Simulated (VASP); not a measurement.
# SiC4 (P-3m1) in VASP: relaxation of cell and atoms with PBE

Aim: the relaxation of cell and atoms of SiC4 with PBE.

Everything below comes from runs of VASP 6.6.1. Logs are shortened: lines on timing, memory, paths and dates and some standing lists are left out, and cuts for length are marked.

### Step 1. The cell of the first run

It takes space group P-3m1 (No. 164, trigonal). The conventional cell has a = 2.712 Å, b = 2.712 Å, c = 5.787 Å, α = 90.00°, β = 90.00°, γ = 120.00°. Within 2.6 Å of Si (site symmetry -3m) lie 6 C at 1.94 Å. C (site symmetry 3m) has 1 C at 1.45 Å and 3 Si at 1.94 Å within 2.0 Å. C (site symmetry 3m) has 4 C at 1.45 to 1.67 Å within 1.9 Å.

### Step 2. Relaxation of cell and atoms, PBE

Input file INCAR:

```
PREC = Accurate ; ENCUT = 600
EDIFF = 1E-6 ; ISMEAR = 0
SIGMA = 0.1 ; LREAL = F
LASPH = T ; NELM = 100
ALGO = Normal ; ISIF = 3
LWAVE = F ; LCHARG = F
GGA = PE ; IBRION = 2
NSW = 100 ; EDIFFG = -0.01
```

Input file KPOINTS:

```
Automatic mesh
0
Gamma
  18 18 8
```

Input file POSCAR:

```
SiC4
1.0
    2.7122055601      0.0000000000      0.0000000000
   -1.3561027800      2.3488389153      0.0000000000
    0.0000000000      0.0000000000      5.7874867227
Si C
1 4
Direct
    0.0000000000      0.0000000000      0.5000000000
    0.3333333333      0.6666666667      0.6982803754
    0.6666666667      0.3333333333      0.0503378817
    0.3333333333      0.6666666667      0.9496621183
    0.6666666667      0.3333333333      0.3017196246
```

Potentials or basis: VASP PAW PBE potentials, release 64 (Si, C).

Run with:

```console
$ cat potpaw_PBE.64/Si/POTCAR potpaw_PBE.64/C/POTCAR > POTCAR
$ mpirun -np 1 vasp_std > vasp.out
```

OUTCAR:

```text
PREC = Accurate
   ENCUT = 600
   EDIFF = 1E-6
   ISMEAR = 0
   LREAL = F
   LASPH = T
   NELM = 100
   ISIF = 3
   GGA = PE
   IBRION = 2
   NSW = 100
   EDIFFG = -0.01

 ion  position               nearest neighbor table
   1  0.000  0.000  0.500-   2 1.94   5 1.94   2 1.94   5 1.94   5 1.94   2 1.94
   2  0.333  0.667  0.698-   4 1.45   1 1.94   1 1.94   1 1.94
   3  0.667  0.333  0.050-   5 1.45   4 1.67   4 1.67   4 1.67
   4  0.333  0.667  0.950-   2 1.45   3 1.67   3 1.67   3 1.67
   5  0.667  0.333  0.302-   3 1.45   1 1.94   1 1.94   1 1.94

  LATTYP: Found a hexagonal cell.
 ALAT       =     2.7122055601
 C/A-ratio  =     2.1338672879

  Lattice vectors:

 A1 = (   2.7122055601,   0.0000000000,   0.0000000000)
 A2 = (  -1.3561027800,   2.3488389153,   0.0000000000)
 A3 = (   0.0000000000,   0.0000000000,   5.7874867227)

Analysis of symmetry for initial positions (statically):
=====================================================================
 Subroutine PRICEL returns:
 Original cell was already a primitive cell.

 Routine SETGRP: Setting up the symmetry group for a
 hexagonal supercell.

 Subroutine GETGRP returns: Found 12 space group operations
 (whereof 12 operations were pure point group operations)
 out of a pool of 24 trial point group operations.

The static configuration has the point symmetry D_3d.

Analysis of symmetry for dynamics (positions and initial velocities):
=====================================================================
 Subroutine PRICEL returns:
 Original cell was already a primitive cell.

 Routine SETGRP: Setting up the symmetry group for a
 hexagonal supercell.

 Subroutine GETGRP returns: Found 12 space group operations
 (whereof 12 operations were pure point group operations)
 out of a pool of 24 trial point group operations.

The dynamic configuration has the point symmetry D_3d.

 Subroutine INISYM returns: Found 12 space group operations
 (whereof 12 operations are pure point group operations),
 and found     1 'primitive' translations

----------------------------------------------------------------------------------------

                                     Primitive cell

  volume of cell :      36.8694

  direct lattice vectors                    reciprocal lattice vectors
     2.712205560  0.000000000  0.000000000     0.368703617  0.212871133  0.000000000
[... 114 lines left out ...]
  Fermi-wavevector in a.u.,A,eV,Ry     =   1.335148  2.523065 24.254036  1.782621
  Thomas-Fermi vector in A             =   2.463875
   LORBIT       =      0    0 simple, 1 ext, 2 COOP (PROOUT), +10 PAW based schemes
   GGA     = PE    functional components
   LHFCALC =     F    Hartree Fock is set to
   AEXX    =    0.0000 exact exchange contribution
   IVDW    =     0    specifies the selected vdW correction
   LEPSILON=     F    determine dielectric tensor
   LRPA    =     F    only Hartree local field effects (RPA)
 conjugate gradient relaxation of ions
 non-spin polarized calculation
 Gauss-broadening in eV      SIGMA  =   0.10
  energy-cutoff  :      600.00
  volume of cell :       36.87
 maximum number of plane-waves:      1265
 NGX is ok and might be reduce to    24
   NGX = 11   NGY = 11   NGZ = 23

--------------------------------------- Ionic step        1  -------------------------------------------

 number of electron      20.0000000 magnetization

 Free energy of the ion-electron system (eV)
  ---------------------------------------------------
  ext. energy  EPLUGINS =         0.00000000
  ---------------------------------------------------
  free energy    TOTEN  =       -38.62520718 eV

  energy without entropy =      -38.61954992  energy(sigma->0) =      -38.62237855

------------------------ aborting loop because EDIFF is reached ----------------------------------------

  FORCE on cell =-STRESS in cart. coord.  units (eV):
  Direction    XX          YY          ZZ          XY          YZ          ZX
  --------------------------------------------------------------------------------------
  -------------------------------------------------------------------------------------
  Total       -0.0984239     -0.0984239      0.2543429     -0.0000000     -0.0000000     -0.0000000
  in kB       -4.2770615     -4.2770615     11.0525975     -0.0000000     -0.0000000     -0.0000000
  external PRESSURE =       0.8328248 kB  Pullay stress =       0.0000000 kB
[... 143 lines left out ...]
--------------------------------------- Ionic step        5  -------------------------------------------

 number of electron      20.0000000 magnetization

 Free energy of the ion-electron system (eV)
  ---------------------------------------------------
  ext. energy  EPLUGINS =         0.00000000
  ---------------------------------------------------
  free energy    TOTEN  =       -38.62555565 eV

  energy without entropy =      -38.61996186  energy(sigma->0) =      -38.62275875

 E-fermi :   9.2885     XC(G=0): -12.4824

 val. band max:        9.2877978697   @ k =   0.2222   0.0556   0.1250
 cond. band min:       9.3088095151   @ k =   0.0000   0.2222   0.1250
 fundamental gap:      0.0210116454
 Fermi energy:         9.2885107135

 k-point     1 :       0.0000    0.0000    0.0000
  band No.  band energies     occupation
      1      -9.8784      2.00000
      2      -6.3235      2.00000
      3      -5.6131      2.00000
      4       2.9594      2.00000
      5       3.6391      2.00000
      6       6.7021      2.00000
      7       6.7021      2.00000
      8      10.3408      0.00000
      9      10.3408      0.00000
     10      11.4640      0.00000
     11      11.4640      0.00000
     12      14.9544      0.00000
     13      15.8875      0.00000
     14      15.8875      0.00000
[... 377 lines left out ...]
      1      -5.9943      2.00000
      2      -3.9225      2.00000
      3      -1.9324      2.00000
      4      -0.4885      2.00000
      5       0.7800      2.00000
      6       1.7610      2.00000
      7       3.3830      2.00000
      8       5.4630      2.00000
      9       5.9243      2.00000
     10       7.8987      2.00000
     11       8.8630      2.00000
     12      14.3988      0.00000
     13      15.9912      0.00000
     14      16.6950      0.00000

 [... further k-points ...]

------------------------ aborting loop because EDIFF is reached ----------------------------------------

  FORCE on cell =-STRESS in cart. coord.  units (eV):
  Direction    XX          YY          ZZ          XY          YZ          ZX
  --------------------------------------------------------------------------------------
  -------------------------------------------------------------------------------------
  Total       -0.0034785     -0.0034785     -0.0083485     -0.0000000     -0.0000000     -0.0000000
  in kB       -0.1512762     -0.1512762     -0.3630623     -0.0000000     -0.0000000     -0.0000000
  external PRESSURE =      -0.2218715 kB  Pullay stress =       0.0000000 kB
[... 20 lines left out ...]
  FREE ENERGIE OF THE ION-ELECTRON SYSTEM (eV)
  ---------------------------------------------------
  free  energy   TOTEN  =       -38.6255556465 eV

  energy  without entropy=      -38.6199618585  energy(sigma->0) =      -38.62275875

 reached required accuracy - stopping structural energy minimisation
```

It took 3.1 min on 1 thread of Intel Xeon Platinum 8559C (Emerald Rapids), shared host; peak memory 0.28 GiB.

What came out:

```yaml
Free_energy: -38.6256 eV
Relaxed_volume: 7.37 Å³/atom
Relaxed_cell: a = 2.710 Å, b = 2.710 Å, c = 5.794 Å, α = 90.00°, β = 90.00°, γ = 120.00°
Space_group_after_relaxing_to_0.1_Å: P-3m1 (No. 164)
Energy_gained_by_relaxing: 0.1 meV/atom
Ionic_steps: 5
Pressure_after_relaxing: 0.0 GPa
Band_gap_on_the_k_mesh: zero (bands 10 and 11 overlap by 5.72 eV)
```

Forces in eV/Å, atoms in the order of the input:
```
Si   0.000  0.000  0.000
C    0.000  0.000 -0.003
C    0.000  0.000 -0.001
C    0.000  0.000  0.001
C    0.000  0.000  0.003
```

The path:
| step | energy change (eV) | largest force (eV/Å) | pressure (GPa) | volume (Å³) |
| --- | --- | --- | --- | --- |
| 1 | 0.0000 | 0.0715 | 0.08 | 36.87 |
| 2 | 0.0003 | 0.1179 | -0.67 | 36.89 |
| 3 | -0.0003 | 0.0316 | -0.24 | 36.88 |
| 4 | -0.0003 | 0.0146 | 0.04 | 36.83 |
| 5 | -0.0003 | 0.0027 | -0.02 | 36.84 |

Final structure:
```yaml
crystal:
  lattice:
    - [2.70955, 0.00000, 0.00000]
    - [-1.35478, 2.34654, 0.00000]
    - [0.00000, 0.00000, 5.79444]
  atoms:
    - { symbol: Si, position: [0.00000, 0.00000, 0.50000] }
    - { symbol: C, position: [0.33333, 0.66667, 0.69836] }
    - { symbol: C, position: [0.66667, 0.33333, 0.05007] }
    - { symbol: C, position: [0.33333, 0.66667, 0.94993] }
    - { symbol: C, position: [0.66667, 0.33333, 0.30164] }
```
